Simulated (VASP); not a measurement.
A run of VASP 6.6.1 is set up as follows.

File INCAR:

```
SYSTEM = Rh
  ALGO = Fast
  EDIFF = 1E-7
  ENCUT = 520
  ISIF = 2
  ISMEAR = 0
  LASPH = .TRUE.
  LCHARG = .FALSE.
  LREAL = .FALSE.
  LWAVE = .FALSE.
  NBANDS = 38
  NELM = 80
  PREC = Accurate
  SIGMA = 0.15
```

The input KPOINTS:

```
k-points
0
G
  18 18 6
  0 0 0
```

The input POSCAR:

```
Rh
1.0
    2.5775000000      0.0000000000      0.0000000000
   -1.2887500000      2.2321804783      0.0000000000
    0.0000000000      0.0000000000      8.8980000000
Rh
4
Direct
    0.0000000000      0.0000000000      0.0000000000
    0.3333333333      0.6666666667      0.2500000000
    0.0000000000      0.0000000000      0.5000000000
    0.6666666667      0.3333333333      0.7500000000
```

Potentials or basis: VASP PAW LDA potentials, release 64 (Rh_pv).

Run with:

```console
$ cat potpaw_LDA.64/Rh_pv/POTCAR > POTCAR
$ mpirun -np 1 vasp_std > vasp.out
```

(1) What does it give for the band gap on the k mesh?

(2) Predict the pressure.

## Answers

(1) zero (bands 30 and 31 overlap by 2.36 eV).

(2) 14.3 GPa.

Caveat: the stress differs along the axes, from -3 to 23 GPa.
